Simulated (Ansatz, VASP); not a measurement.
Two plane-wave programs on Sn

INCAR

```
PREC = Accurate
ENCUT = 500
EDIFF = 1E-7
ISMEAR = 0
SIGMA = 0.1
LREAL = F
LASPH = T
NELM = 120
ALGO = Normal
ISIF = 3
LWAVE = F
LCHARG = F
GGA = PE
IBRION = 2
NSW = 80
EDIFFG = -0.05
GGA_COMPAT = F
NELMIN = 4
```

Contents of KPOINTS:

```
Automatic mesh
0
Gamma
  10 10 10
```

POSCAR

```
Sn
1.0
    0.0000000000      1.8670867950      1.8670867950
    1.8670867950      0.0000000000      1.8670867950
    1.8670867950      1.8670867950      0.0000000000
Sn
1
Direct
    0.0000000000      0.0000000000      0.0000000000
```

Input for Ansatz:

```yaml
crystal:
  lattice:
    - [0.0, 1.867086795, 1.867086795]
    - [1.867086795, 0.0, 1.867086795]
    - [1.867086795, 1.867086795, 0.0]
  atoms:
    - { symbol: Sn, position: [0.0, 0.0, 0.0] }
basis:
  ecutwfc: 420
kpoints:
  mp_grid: { grid: [10, 10, 10] }
hamiltonian:
  xc: pbe
scf:
  occupations: { method: gaussian, width: 0.1 }
output:
  forces: true
  stress: true
  eigenvalues: true
relax:
  adjacent_minimum: "off"
  f_tol: 0.05
  max_steps: 60
  cell: { stress_tol: 0.5 }
```

Alike in both runs: task relaxation of cell and atoms; functional PBE; k mesh 10 × 10 × 10; occupations gaussian, width 0.1 eV; no spin polarisation.

|  | VASP | Ansatz |
| --- | --- | --- |
| version | VASP 6.6.1 | Ansatz 0.2.0 |
| potentials or method | VASP PAW PBE potentials, release 64 (Sn_d), cutoff 500 eV | scalar-relativistic, plane waves, PAW |
| valence electrons in the cell | 14 | 14 |

Ansatz gave:

| Property | Result |
| --- | --- |
| gap on the k mesh at the Fermi level, each at its own relaxed structure (eV) | none |
| relaxed volume (Å³/atom) | 28.30 |
| relaxed cell length with the largest relative difference (Å) | 3.420 |

Question: Estimate VASP's values.

Answer: gap on the k mesh at the Fermi level, each at its own relaxed structure (eV): none; relaxed volume (Å³/atom): 27.96; relaxed cell length with the largest relative difference (Å): 3.407.

A gap of «none» marks a metal or a gap that the smearing closes.

Noted on VASP's run: the volume moved by over 15 % at a fixed basis, so the end points are rough.
